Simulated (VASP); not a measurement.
Set up this calculation in VASP 6.6.1, as the native input.

```yaml
Task: single point
Functional: PBE
Potentials_or_basis: VASP PAW PBE potentials, release 64 (Al, N)
Cutoff: 520 eV
k_mesh: 5 × 3 × 1
Occupations: gaussian, width 0.1 eV
Spin: no spin polarisation
Dipole_correction: yes
Further_INCAR_settings: LREAL = Auto; ALGO = Normal; EDIFF = 1e-06; NBANDS = 48
```

The structure of Al9N lies in POSCAR:

```
Al9N
1.0
    5.7070863110      0.0000000000      0.0000000000
   -1.4267715777      9.7014842372      0.0000000000
    0.0000000000      0.0000000000     22.7903703877
Al N
18 2
Direct
    0.2662216041      0.0648864163      0.1755127245
    0.7662216041      0.0648864163      0.1755127245
    0.3354806058      0.3419224231      0.2192029851
    0.8354806058      0.3419224231      0.2192029851
    0.1493324061      0.5973296244      0.2279410371
    0.6493324061      0.5973296244      0.2279410371
    0.4631842064      0.8527368258      0.2366790893
    0.9631842064      0.8527368258      0.2366790893
    0.0319772075      0.1277109158      0.2808262501
    0.5319772075      0.1277109158      0.2808262501
    0.0997917578      0.4042231245      0.3301071117
    0.5997917578      0.4042231245      0.3301071117
    0.4144000538      0.6596656467      0.3369822073
    0.9144000538      0.6596656467      0.3369822073
    0.2263076930      0.9110819227      0.3449259125
    0.7263076930      0.9110819227      0.3449259125
    0.2962427187      0.1814071959      0.3857054641
    0.7962427187      0.1814071959      0.3857054641
    0.3421762013      0.9110819227      0.4629310629
    0.6104391846      0.9110819227      0.4629310629
```

The input as run:

INCAR

```
ALGO     = Normal         # electronic algorithm
DIPOL    = 0.5 0.5 0.300
EDIFF    = 1E-6           # SCF threshold, eV
ENCUT    = 520            # plane-wave cutoff, eV
GGA      = PE             # functional
IDIPOL   = 3            
ISIF     = 2              # what is computed and relaxed
ISMEAR   = 0              # smearing method
LASPH    = True           # aspherical terms in the spheres
LCHARG   = True           # write CHGCAR
LDIPOL   = True         
LELF     = True           # ELF
LREAL    = Auto         
LVACPOTAV= True         
LVHAR    = True         
LWAVE    = False          # write WAVECAR
NBANDS   = 48             # bands
NELM     = 60             # most SCF steps
PREC     = Accurate       # precision mode
SIGMA    = 0.1            # smearing width, eV
```

KPOINTS

```
k-points
0
Gamma
  5 3 1
```

Potentials or basis: VASP PAW PBE potentials, release 64 (Al, N).

Run with:

```bash
$ cat potpaw_PBE.64/Al/POTCAR potpaw_PBE.64/N/POTCAR > POTCAR
$ mpirun -np 1 vasp_std > vasp.out
```

Results of the run:

| Quantity | Value |
| --- | --- |
| Largest force | 11.062 eV/Å |
| Band gap on the k mesh | zero (bands 32 and 33 overlap by 0.72 eV) |

It took 15 min on 1 thread of Intel(R) Xeon(R) 6975P-C (Granite Rapids) (shared host), peak memory 1.2 GiB.
